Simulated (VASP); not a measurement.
# PbSe (Fm-3m) in VASP: single point with PBE

Aim: the single point of PbSe with PBE.

Everything below comes from runs of VASP 6.6.1. Logs are shortened: lines on timing, memory, paths and dates and some standing lists are left out, and cuts for length are marked.

## Step 1: The cell of the first run

Symmetry: Fm-3m, No. 225, cubic system. The conventional cell has a = 6.121 Å, b = 6.121 Å, c = 6.121 Å, α = 90.00°, β = 90.00°, γ = 90.00°. Pb (site symmetry m-3m) has 6 Se at 3.06 Å within 4.0 Å. Within 4.0 Å of Se (site symmetry m-3m) lie 6 Pb at 3.06 Å.

## Step 2: Single point, PBE, non-collinear spin, zero start, spin-orbit coupling

INCAR reads:

```
PREC = Accurate ; ENCUT = 520
EDIFF = 1E-7 ; ISMEAR = 0
SIGMA = 0.01 ; LREAL = F
LASPH = T ; NELM = 150
ALGO = Normal ; ISIF = 2
LWAVE = F ; LCHARG = T
MAGMOM = 0 0 0 0 0 0 ; LORBIT = 11
LSORBIT = T ; GGA_COMPAT = F
LORBMOM = T ; GGA = PE
LVHAR = T ; NBANDS = 32
```

KPOINTS reads:

```
Automatic mesh
0
Gamma
  12 12 12
```

POSCAR reads:

```
PbSe
1.0
    0.0000000000      3.0606500000      3.0606500000
    3.0606500000      0.0000000000      3.0606500000
    3.0606500000      3.0606500000      0.0000000000
Pb Se
1 1
Direct
    0.0000000000      0.0000000000      0.0000000000
    0.5000000000      0.5000000000      0.5000000000
```

Potentials or basis: VASP PAW PBE potentials, release 64 (Pb_d, Se).

Command:

```console
> cat potpaw_PBE.64/Pb_d/POTCAR potpaw_PBE.64/Se/POTCAR > POTCAR
> mpirun -np 1 vasp_ncl > vasp.out
```

OUTCAR:

```text
PREC = Accurate
   ENCUT = 520
   EDIFF = 1E-7
   ISMEAR = 0
   LREAL = F
   LASPH = T
   NELM = 150
   ISIF = 2
   LORBIT = 11
   LSORBIT = T
   GGA = PE

 ion  position               nearest neighbor table
   1  0.000  0.000  0.000-   2 3.06   2 3.06   2 3.06   2 3.06   2 3.06   2 3.06
   2  0.500  0.500  0.500-   1 3.06   1 3.06   1 3.06   1 3.06   1 3.06   1 3.06

  LATTYP: Found a face centered cubic cell.
 ALAT       =     6.1213000000

  Lattice vectors:

 A1 = (   0.0000000000,   3.0606500000,   3.0606500000)
 A2 = (   3.0606500000,   0.0000000000,   3.0606500000)
 A3 = (   3.0606500000,   3.0606500000,   0.0000000000)

Analysis of symmetry for initial positions (statically):
=====================================================================
 Subroutine PRICEL returns:
 Original cell was already a primitive cell.

 Routine SETGRP: Setting up the symmetry group for a
 face centered cubic supercell.

 Subroutine GETGRP returns: Found 48 space group operations
 (whereof 48 operations were pure point group operations)
 out of a pool of 48 trial point group operations.

The static configuration has the point symmetry O_h .

Analysis of symmetry for dynamics (positions and initial velocities):
=====================================================================
 Subroutine PRICEL returns:
 Original cell was already a primitive cell.

 Routine SETGRP: Setting up the symmetry group for a
 face centered cubic supercell.

 Subroutine GETGRP returns: Found 48 space group operations
 (whereof 48 operations were pure point group operations)
 out of a pool of 48 trial point group operations.

The dynamic configuration has the point symmetry O_h .

Analysis of structural, dynamic, and magnetic symmetry:
=====================================================================
 Subroutine PRICEL returns:
 Original cell was already a primitive cell.

 Routine SETGRP: Setting up the symmetry group for a
 face centered cubic supercell.

 Subroutine GETGRP returns: Found 48 space group operations
 (whereof 48 operations were pure point group operations)
 out of a pool of 48 trial point group operations.

The overall configuration has the point symmetry O_h .

 Subroutine INISYM returns: Found 48 space group operations
 (whereof 48 operations are pure point group operations),
 and found     1 'primitive' translations

----------------------------------------------------------------------------------------

                                     Primitive cell

  volume of cell :      57.3418

  direct lattice vectors                    reciprocal lattice vectors
     0.000000000  3.060650000  3.060650000    -0.163363991  0.163363991  0.163363991
     3.060650000  0.000000000  3.060650000     0.163363991 -0.163363991  0.163363991
     3.060650000  3.060650000  0.000000000     0.163363991  0.163363991 -0.163363991

  length of vectors
     4.328412740  4.328412740  4.328412740     0.282954733  0.282954733  0.282954733

  position of ions in fractional coordinates (direct lattice)
     0.000000000  0.000000000  0.000000000
     0.500000000  0.500000000  0.500000000

  ion indices of the primitive-cell ions
   primitive index   ion index
                 1           1
                 2           2

----------------------------------------------------------------------------------------

 KPOINTS: Automatic mesh

Automatic generation of k-mesh.
 Grid dimensions read from file:
 generate k-points for:   12   12   12

 Generating k-lattice:

  Cartesian coordinates                     Fractional coordinates (reciprocal lattice)
    -0.013613666  0.013613666  0.013613666     0.083333333  0.000000000  0.000000000
     0.013613666 -0.013613666  0.013613666     0.000000000  0.083333333  0.000000000
     0.013613666  0.013613666 -0.013613666     0.000000000  0.000000000  0.083333333

[... 96 lines left out ...]

 number of electron      20.0000000 magnetization       0.0000000      0.0000000      0.0000000

 Free energy of the ion-electron system (eV)
  ---------------------------------------------------
  ext. energy  EPLUGINS =         0.00000000
  ---------------------------------------------------
  free energy    TOTEN  =        -8.60208852 eV

  energy without entropy =       -8.60208852  energy(sigma->0) =       -8.60208852

 E-fermi :   5.0214     XC(G=0):  -9.5267

 val. band max:        4.9637996763   @ k =   0.5000   0.0000   0.0000
 cond. band min:       5.0620045856   @ k =   0.5000   0.0000   0.0000
 fundamental gap:      0.0982049093
 Fermi energy:         5.0214433662

 k-point     1 :       0.0000    0.0000    0.0000
  band No.  band energies     occupation
      1     -13.2248      1.00000
      2     -13.2248      1.00000
      3     -13.2248      1.00000
      4     -13.2248      1.00000
      5     -10.6726      1.00000
      6     -10.6726      1.00000
[... 829 lines left out ...]
     31      14.4826      0.00000
     32      14.4826      0.00000

 [... further k-points ...]

------------------------ aborting loop because EDIFF is reached ----------------------------------------

  FORCE on cell =-STRESS in cart. coord.  units (eV):
  Direction    XX          YY          ZZ          XY          YZ          ZX
  --------------------------------------------------------------------------------------
  -------------------------------------------------------------------------------------
  Total        0.7755414      0.7755414      0.7755414      0.0000000      0.0000000     -0.0000000
  in kB       21.6692831     21.6692831     21.6692831      0.0000000      0.0000000     -0.0000000
  external PRESSURE =      21.6692831 kB  Pullay stress =       0.0000000 kB

 VOLUME and BASIS-vectors are now :
 -----------------------------------------------------------------------------
  energy-cutoff  :      520.00
  volume of cell :       57.34
      direct lattice vectors                 reciprocal lattice vectors
     0.000000000  3.060650000  3.060650000    -0.163363991  0.163363991  0.163363991
     3.060650000  0.000000000  3.060650000     0.163363991 -0.163363991  0.163363991
     3.060650000  3.060650000  0.000000000     0.163363991  0.163363991 -0.163363991

 POSITION                                       TOTAL-FORCE (eV/Angst)
 -----------------------------------------------------------------------------------
      0.00000      0.00000      0.00000        -0.000000     -0.000000     -0.000000
      3.06065      3.06065      3.06065         0.000000      0.000000      0.000000
 -----------------------------------------------------------------------------------
    total drift:                                0.000000     -0.000000     -0.000000

  FREE ENERGIE OF THE ION-ELECTRON SYSTEM (eV)
  ---------------------------------------------------
  free  energy   TOTEN  =        -8.6020885231 eV

  energy  without entropy=       -8.6020885231  energy(sigma->0) =       -8.60208852

 orbital moment (x)

 # of ion     p       d       tot
 ----------------------------------------
  1         0.000  -0.000  -0.000
  2         0.000  -0.000  -0.000
 ----------------------------------------
            0.000  -0.000  -0.000

 orbital moment (y)

 # of ion     p       d       tot
 ----------------------------------------
  1         0.000  -0.000  -0.000
  2         0.000   0.000   0.000
 ----------------------------------------
            0.000  -0.000  -0.000

 orbital moment (z)

 # of ion     p       d       tot
 ----------------------------------------
  1         0.000   0.000   0.000
  2         0.000   0.000   0.000
 ----------------------------------------
            0.000   0.000   0.000

 Spin-Orbit-Coupling matrix elements

 Ion:    1  E_soc:     -0.8438082
 l=   1
     0.0000000    -0.0736582    -0.0736582
    -0.0736582     0.0000000    -0.0736582
    -0.0736582    -0.0736582     0.0000000
 l=   2
     0.0000000    -0.0134520     0.0000000    -0.0134520    -0.0535245
    -0.0134520     0.0000000    -0.0401433    -0.0134520    -0.0133811
     0.0000000    -0.0401433     0.0000000    -0.0401433     0.0000000
    -0.0134520    -0.0134520    -0.0401433     0.0000000    -0.0133811
    -0.0535245    -0.0133811     0.0000000    -0.0133811     0.0000000
 l=   3
     0.0000000     0.0000000     0.0000000     0.0000000     0.0000000     0.0000000     0.0000000
     0.0000000     0.0000000     0.0000000     0.0000000     0.0000000     0.0000000     0.0000000
     0.0000000     0.0000000     0.0000000     0.0000000     0.0000000     0.0000000     0.0000000
     0.0000000     0.0000000     0.0000000     0.0000000     0.0000000     0.0000000     0.0000000
     0.0000000     0.0000000     0.0000000     0.0000000     0.0000000     0.0000000     0.0000000
     0.0000000     0.0000000     0.0000000     0.0000000     0.0000000     0.0000000     0.0000000
     0.0000000     0.0000000     0.0000000     0.0000000     0.0000000     0.0000000     0.0000000

 Ion:    2  E_soc:     -0.0495167
 l=   1
     0.0000000    -0.0082694    -0.0082694
    -0.0082694     0.0000000    -0.0082694
    -0.0082694    -0.0082694     0.0000000
 l=   2
     0.0000000    -0.0000020     0.0000000    -0.0000020     0.0000187
    -0.0000020     0.0000000     0.0000140    -0.0000020     0.0000047
     0.0000000     0.0000140     0.0000000     0.0000140     0.0000000
    -0.0000020    -0.0000020     0.0000140     0.0000000     0.0000047
     0.0000187     0.0000047     0.0000000     0.0000047     0.0000000
 l=   3
     0.0000000     0.0000000     0.0000000     0.0000000     0.0000000     0.0000000     0.0000000
     0.0000000     0.0000000     0.0000000     0.0000000     0.0000000     0.0000000     0.0000000
     0.0000000     0.0000000     0.0000000     0.0000000     0.0000000     0.0000000     0.0000000
     0.0000000     0.0000000     0.0000000     0.0000000     0.0000000     0.0000000     0.0000000
     0.0000000     0.0000000     0.0000000     0.0000000     0.0000000     0.0000000     0.0000000
     0.0000000     0.0000000     0.0000000     0.0000000     0.0000000     0.0000000     0.0000000
     0.0000000     0.0000000     0.0000000     0.0000000     0.0000000     0.0000000     0.0000000

 total charge

# of ion       s       p       d       tot
------------------------------------------
    1        1.467   0.561   9.842  11.869
    2        1.470   2.321   0.018   3.810
--------------------------------------------------
tot          2.937   2.882   9.860  15.679

 magnetization (x)

# of ion       s       p       d       tot
------------------------------------------
    1        0.000   0.000   0.000   0.000
    2        0.000   0.000   0.000   0.000
--------------------------------------------------
tot          0.000   0.000   0.000   0.000

 magnetization (y)

# of ion       s       p       d       tot
------------------------------------------
    1        0.000   0.000   0.000   0.000
    2        0.000  -0.000   0.000   0.000
--------------------------------------------------
tot          0.000   0.000   0.000   0.000

 magnetization (z)

# of ion       s       p       d       tot
------------------------------------------
    1        0.000  -0.000   0.000  -0.000
    2       -0.000   0.000   0.000  -0.000
--------------------------------------------------
tot         -0.000  -0.000   0.000  -0.000
```

Wall time 3 min (1 thread of Intel Xeon Platinum 8124M at 3.00GHz (Skylake/Cascade Lake), shared host); peak memory 0.43 GiB.

Results:

| Property | Result |
| --- | --- |
| Free energy | -8.6021 eV |
| Pressure | 2.2 GPa |
| Net moment | 0.00 μB per cell |
| Valence electrons inside the program's atomic spheres | Pb 11.87; Se 3.81 |

Moments on the atoms (μB; x, y, z):
```
Pb  0.00 0.00 0.00
Se  0.00 0.00 0.00
```
